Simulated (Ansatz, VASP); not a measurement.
## Gd in VASP and in Ansatz

```xyz
1
Lattice="3.2725 0.0000 0.0000 0.0000 3.2725 0.0000 0.0000 0.0000 3.2725" Properties=species:S:1:pos:R:3 pbc="T T T"
Gd    0.0000    0.0000    0.0000
```

Alike in both runs: functional PBE; k mesh 13 × 13 × 13; occupations fermi-dirac, width 0.08 eV; collinear spin.

Ansatz relaxed the structure, and its values are those at the end. VASP's run is a single point on that final structure, the one shown.

|  | VASP | Ansatz |
| --- | --- | --- |
| version | VASP 6.6.1 | Ansatz 0.2.0 |
| potentials or method | VASP PAW PBE potentials, release 64 (Gd) | PAW with Ansatz's default frozen-core files, scalar-relativistic |
| plane-wave cutoff (eV) | 520 | 420 |
| valence electrons in the cell | 18 | 18 |

```csv
,VASP,Ansatz,Ansatz less VASP
pressure (GPa),0.0,0.0,-0.04
net moment per atom (μB),7.84,7.83,-0.010
size of the moment on the site where the two differ most (μB),7.12,7.45,+0.335
```

Site moments also hang on the region over which each program counts them.

Neither program's run includes spin-orbit coupling.
